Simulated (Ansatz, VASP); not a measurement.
## ReB6 in VASP and in Ansatz

```
Re B
1.0
     2.20251    1.27162    3.35768
    -2.20251    1.27162    3.35768
     0.00000   -2.54324    3.35768
Re B
1 6
Direct
  0.50000 0.50000 0.50000
  0.97631 0.66644 0.33930
  0.33930 0.97631 0.66644
  0.66644 0.33930 0.97631
  0.02369 0.33356 0.66070
  0.66070 0.02369 0.33356
  0.33356 0.66070 0.02369
```

Alike in both runs: task single point; functional PBE; k mesh 6 × 6 × 6; occupations gaussian, width 0.1 eV; no spin polarisation.

```csv
,VASP,Ansatz
version,VASP 6.6.1,Ansatz 0.2.0
potentials or method,"VASP PAW PBE potentials, release 64 (Re, B), cutoff 520 eV","scalar-relativistic, plane waves, PAW"
valence electrons in the cell,25,33
```

VASP gave:

```
gap on the k mesh at the Fermi level (eV) : none
rms of the force components (eV/Å)        : 0.862
```

Which values does Ansatz return?

gap on the k mesh at the Fermi level (eV): none; rms of the force components (eV/Å): 0.830.

Atom by atom the forces differ by 0.034 eV/Å (rms over components). A gap of «none» marks a metal or a gap that the smearing closes. The functional is the same, so the differences come from potentials, cutoffs and numerics. VASP's potentials hold 25 valence electrons a cell and Ansatz's 33, so a difference there can come from the potentials and not from the codes.

Spin-orbit coupling is off throughout.
